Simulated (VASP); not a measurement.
Here is a VASP 6.6.1 calculation.

Contents of INCAR:

```
SYSTEM = MoS2
  PREC = Accurate
  ENCUT = 500
  EDIFF = 1E-6
  ISMEAR = 0
  SIGMA = 0.02
  LREAL = .FALSE.
  LASPH = .TRUE.
  NELM = 120
  ALGO = Normal
  ISIF = 2
  LWAVE = .FALSE.
  LCHARG = .FALSE.
  GGA = PE
  IVDW = 12
  NBANDS = 35
  GGA_COMPAT = .FALSE.
```

Contents of KPOINTS:

```
Automatic mesh
0
G
  12 12 4
  0 0 0
```

Contents of POSCAR:

```
MoS2
1.0
    3.1492939733      0.0000000000      0.0000000000
   -1.5746469867      2.7273685849      0.0000000000
    0.0000000000      0.0000000000     12.0891101624
Mo S
2 4
Direct
    0.3333333333      0.6666666667      0.2500000000
    0.6666666667      0.3333333333      0.7500000000
    0.3333333333      0.6666666667      0.6204763292
    0.6666666667      0.3333333333      0.1204763292
    0.3333333333      0.6666666667      0.8795236708
    0.6666666667      0.3333333333      0.3795236708
```

Potentials or basis: VASP PAW PBE potentials, release 64 (Mo_sv, S).

The run is started by

```bash
$ cat potpaw_PBE.64/Mo_sv/POTCAR potpaw_PBE.64/S/POTCAR > POTCAR
$ mpirun -np 1 vasp_std > vasp.out
```

Problem. What does it give for the dispersion energy per atom?

Solution. -0.438 eV.

Problem. Estimate the pressure.

Solution. -0.1 GPa.

Problem. Estimate the band gap on the k mesh.

Solution. 0.80 eV (least direct gap 1.70 eV).

Forces on the atoms (eV/Å):
```
Mo   0.000  0.000  0.000
Mo   0.000  0.000  0.000
S    0.000  0.000  0.013
S    0.000  0.000  0.013
S    0.000  0.000 -0.013
S    0.000  0.000 -0.013
```

**Experimental background.**

From “Multiwavelength excitation Raman Scattering Analysis of bulk and 2 dimensional MoS2: Vibrational properties of atomically thin MoS2 layers”, 2015, arxiv:1506.03228, for a bulk crystal of MoS2 at 300 K: band gap 1.3 eV (indirect).

A measured gap of MoS2 is 1.3 eV (indirect; 300 K; “Multiwavelength excitation Raman Scattering Analysis of bulk and 2 dimensional MoS2: Vibrational properties of atomically thin MoS2 layers”, 2015, arxiv:1506.03228); the calculated 0.80 eV misses it by -0.50 eV. Spin-orbit coupling on Mo is left out. The value is that of PBE+D3(BJ) on a finite k mesh, which can miss the band edges, without temperature or zero-point motion. Semilocal functionals fall short of measured gaps as a rule.
